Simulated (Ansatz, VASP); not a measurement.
## One calculation of BeTe, two programs

```
CELL_PARAMETERS angstrom
0.00000 2.77000 2.77000
2.77000 0.00000 2.77000
2.77000 2.77000 0.00000
ATOMIC_POSITIONS crystal
Be 0.00000 0.00000 0.00000
Te 0.75000 0.75000 0.75000
```

Alike in both runs: task single point; functional revPBE; dispersion D4; k mesh 8 × 8 × 8; occupations gaussian, width 0.05 eV; no spin polarisation.

```csv
,VASP,Ansatz
version,VASP 6.6.1,Ansatz 0.2.0
potentials or method,"VASP PAW PBE potentials, release 64 (Be, Te), cutoff 600 eV","scalar-relativistic, plane waves, PAW"
valence electrons in the cell,8,18
```

```csv
,VASP,Ansatz,Ansatz less VASP
gap on the k mesh at the Fermi level (eV),1.91,1.93,+0.017
least direct gap on the mesh (eV),3.59,3.61,+0.023
pressure (GPa),1.4,1.3,-0.14
```

VASP's potentials were made for PBE, not for revPBE. VASP's potentials hold 8 valence electrons a cell and Ansatz's 18, so a difference there can come from the potentials and not from the codes.

Neither program's run includes spin-orbit coupling.
